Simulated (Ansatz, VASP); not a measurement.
# One calculation of NaF, two programs

INCAR

```
PREC = Accurate
ENCUT = 520
EDIFF = 1E-6
ISMEAR = -1
SIGMA = 0.02
LREAL = False
LASPH = True
NELM = 60
ALGO = Normal
ISIF = 2
LWAVE = False
LCHARG = True
GGA = PE
LELF = True
LVHAR = True
NBANDS = 14
```

KPOINTS

```
Automatic mesh
0
Gamma
  10 10 10
```

File POSCAR:

```
NaF
1.0
    2.8035417653      0.0000000000      0.0000000000
    0.0000000000      2.8035417653      0.0000000000
    0.0000000000      0.0000000000      2.7925406604
Na F
1 1
Direct
    0.0000000000      0.0000000000      0.0000000000
    0.5000000000      0.5000000000      0.5000000000
```

Input for Ansatz:

```yaml
crystal:
  lattice:
    - [2.8035417653, 0.0, 0.0]
    - [0.0, 2.8035417653, 0.0]
    - [0.0, 0.0, 2.7925406604]
  atoms:
    - { symbol: Na, position: [0.0, 0.0, 0.0] }
    - { symbol: F, position: [0.5, 0.5, 0.5] }
kpoints:
  mp_grid: { grid: [10, 10, 10] }
  band_path:
    path: [[0.0, 0.0, 0.0], [0.0, 0.5, 0.0], [0.5, 0.5, 0.0], [0.5, 0.5, 0.5]]
    npoints: 1
hamiltonian:
  xc: pbe
scf:
  occupations: { method: fermi_dirac, width: 0.02 }
  n_extra_bands: 4
output:
  forces: true
  stress: true
  eigenvalues: true
  write_density: true
  write_potential: true
  elf: true
  volumetric_format: npy
```

Change from the starting cell: epitaxial_xy strain +0.4%.

Alike in both runs: task single point; functional PBE; k mesh 10 × 10 × 10; occupations fermi-dirac, width 0.02 eV; no spin polarisation.

```csv
,VASP,Ansatz
version,VASP 6.6.1,Ansatz 0.2.0
potentials or method,"VASP PAW PBE potentials, release 64 (Na_pv, F)","plane waves, PAW"
plane-wave cutoff (eV),520,420
valence electrons in the cell,14,16
```

|  | VASP | Ansatz | Ansatz less VASP |
| --- | --- | --- | --- |
| gap on the k mesh at the Fermi level (eV) | 6.05 | 6.07 | +0.016 |
| pressure (GPa) | 3.8 | 3.9 | +0.20 |
| traceless stress, the component that is largest in VASP (GPa) | 0.44 | 0.44 | 0.000 |

VASP's potentials hold 14 valence electrons a cell and Ansatz's 16, so a difference there can come from the potentials and not from the codes.
